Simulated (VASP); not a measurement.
# RbBr (Pm-3m) in VASP: settings compared, part 2 of 2

VASP 6.6.1. Earlier steps stand in the parts before.

**5. Single point, r2SCAN**

This run uses another cell than the first one, of 35.12 Å³/atom, 0.887 times its volume.

The input, POSCAR:

```
RbBr
1.0
    4.1260773000      0.0000000000      0.0000000000
    0.0000000000      4.1260773000      0.0000000000
    0.0000000000      0.0000000000      4.1260773000
Rb Br
1 1
Direct
    0.0000000000      0.0000000000      0.0000000000
    0.5000000000      0.5000000000      0.5000000000
```

The input, INCAR.step1:

```
SYSTEM = RbBr
ALGO = Normal ; EDIFF = 1E-4
ENCUT = 520 ; GGA = PE
ISMEAR = -1 ; LASPH = .TRUE.
LCHARG = .FALSE. ; LREAL = .FALSE.
LWAVE = .TRUE. ; NBANDS = 15
NELM = 60 ; PREC = Accurate
SIGMA = 0.05
```

The input, INCAR.step2:

```
SYSTEM = RbBr
ALGO = Normal ; EDIFF = 1E-6
ENCUT = 520 ; ISIF = 2
ISMEAR = -1 ; ISTART = 1
LASPH = .TRUE. ; LCHARG = .TRUE.
LELF = .TRUE. ; LMIXTAU = .TRUE.
LREAL = .FALSE. ; LVHAR = .TRUE.
LWAVE = .FALSE. ; METAGGA = R2SCAN
NBANDS = 15 ; NELM = 60
PREC = Accurate ; SIGMA = 0.05
```

The input, KPOINTS:

```
k-points
0
G
  7 7 7
  0 0 0
```

Potentials or basis: VASP PAW PBE potentials, release 64 (Rb_sv, Br).

Run with:

```console
$ cat potpaw_PBE.64/Rb_sv/POTCAR potpaw_PBE.64/Br/POTCAR > POTCAR
$ cp INCAR.step1 INCAR
$ mpirun -np 1 vasp_std > vasp.out
$ cp INCAR.step2 INCAR
$ mpirun -np 1 vasp_std > vasp.out
```

OUTCAR:

```text
SYSTEM = RbBr
   EDIFF = 1E-6
   ENCUT = 520
   ISIF = 2
   ISMEAR = -1
   ISTART = 1
   LASPH = .TRUE.
   LREAL = .FALSE.
   METAGGA = R2SCAN
   NELM = 60
   PREC = Accurate

 ion  position               nearest neighbor table
   1  0.000  0.000  0.000-   2 3.57   2 3.57   2 3.57   2 3.57   2 3.57   2 3.57   2 3.57   2 3.57

   2  0.500  0.500  0.500-   1 3.57   1 3.57   1 3.57   1 3.57   1 3.57   1 3.57   1 3.57   1 3.57

  LATTYP: Found a simple cubic cell.
 ALAT       =     4.1260773000

  Lattice vectors:

 A1 = (   4.1260773000,   0.0000000000,   0.0000000000)
 A2 = (   0.0000000000,   4.1260773000,   0.0000000000)
 A3 = (   0.0000000000,   0.0000000000,   4.1260773000)

Analysis of symmetry for initial positions (statically):
=====================================================================
 Subroutine PRICEL returns:
 Original cell was already a primitive cell.

 Routine SETGRP: Setting up the symmetry group for a
 simple cubic supercell.

 Subroutine GETGRP returns: Found 48 space group operations
 (whereof 48 operations were pure point group operations)
 out of a pool of 48 trial point group operations.

[... 171 lines left out ...]
      6      -1.2050      2.00000
      7      -1.2050      2.00000
      8      -1.2050      2.00000
      9       3.7811      0.00000
     10       5.0660      0.00000
     11       5.0660      0.00000
     12       9.6720      0.00000
     13       9.6720      0.00000
     14       9.6720      0.00000
[... 329 lines left out ...]
      2     -13.8147      2.00000
      3     -10.5947      2.00000
      4     -10.5888      2.00000
      5     -10.5888      2.00000
      6      -2.3320      2.00000
      7      -2.3320      2.00000
      8      -2.2775      2.00000
      9       7.3140      0.00000
     10       7.6856      0.00000
     11       7.6856      0.00000
     12       8.9470      0.00000
     13       9.1185      0.00000
     14       9.1185      0.00000
     15      11.9549      0.00000

------------------------ aborting loop because EDIFF is reached ----------------------------------------

  FORCE on cell =-STRESS in cart. coord.  units (eV):
  Direction    XX          YY          ZZ          XY          YZ          ZX
  --------------------------------------------------------------------------------------
  -------------------------------------------------------------------------------------
  Total        0.0215209      0.0215209      0.0215209      0.0000000      0.0000000      0.0000000
  in kB        0.4908622      0.4908622      0.4908622      0.0000000      0.0000000      0.0000000
  external PRESSURE =       0.4908622 kB  Pullay stress =       0.0000000 kB

 VOLUME and BASIS-vectors are now :
 -----------------------------------------------------------------------------
  energy-cutoff  :      520.00
  volume of cell :       70.24
      direct lattice vectors                 reciprocal lattice vectors
     4.126077300  0.000000000  0.000000000     0.242360947  0.000000000  0.000000000
     0.000000000  4.126077300  0.000000000     0.000000000  0.242360947  0.000000000
     0.000000000  0.000000000  4.126077300     0.000000000  0.000000000  0.242360947

 POSITION                                       TOTAL-FORCE (eV/Angst)
 -----------------------------------------------------------------------------------
      0.00000      0.00000      0.00000         0.000000      0.000000      0.000000
      2.06304      2.06304      2.06304         0.000000      0.000000      0.000000
 -----------------------------------------------------------------------------------
    total drift:                                0.000000      0.000000     -0.000000

  FREE ENERGIE OF THE ION-ELECTRON SYSTEM (eV)
  ---------------------------------------------------
  free  energy   TOTEN  =       -31.1103905496 eV

  energy  without entropy=      -31.1103905495  energy(sigma->0) =      -31.11039055
```

OUTCAR.step1:

```text
SYSTEM = RbBr
   EDIFF = 1E-4
   ENCUT = 520
   GGA = PE
   ISMEAR = -1
   LASPH = .TRUE.
   LREAL = .FALSE.
[... 574 lines left out ...]
      0.00000      0.00000      0.00000         0.000000      0.000000      0.000000
      2.06304      2.06304      2.06304         0.000000      0.000000      0.000000
 -----------------------------------------------------------------------------------
    total drift:                                0.000000      0.000000     -0.000000

  FREE ENERGIE OF THE ION-ELECTRON SYSTEM (eV)
  ---------------------------------------------------
  free  energy   TOTEN  =        -5.9957980508 eV

  energy  without entropy=       -5.9957980507  energy(sigma->0) =       -5.99579805
```

Wall time 45 s (1 thread of Intel Xeon Platinum 8259CL at 2.50GHz (Skylake/Cascade Lake), shared host); peak memory 0.19 GiB.

What came out:

| Item | Value |
| --- | --- |
| Free energy | -31.1104 eV |
| Pressure | 0.0 GPa |
| Band gap on the k mesh | 4.85 eV, indirect (least direct gap 4.99 eV) |

Caveat: the PAW data sets were made with another functional, which shifts forces and pressure a little. A k mesh can miss the band edges.

**6. Overview**

| level | cell | gap on the mesh (eV) | pressure (GPa) |
| --- | --- | --- | --- |
| BLYP | a = 4.295 Å, 2 atoms | 3.77 | 0.0 |
| RPBE | a = 4.353 Å, 2 atoms | 3.93 | 0.1 |
| revPBE | a = 4.327 Å, 2 atoms | 3.93 | 0.0 |
| r2SCAN | a = 4.126 Å, 2 atoms | 4.85 | 0.0 |

Alike in all rows: task single point; potentials or basis VASP PAW PBE potentials, release 64 (Rb_sv, Br); no spin polarisation; k mesh 7 × 7 × 7; cutoff (eV) 520; smearing fermi-dirac 0.05 eV.

Caveats: the PAW data sets were made with another functional, which shifts forces and pressure a little.

Absolute energies hang on the potentials; compare differences alone.
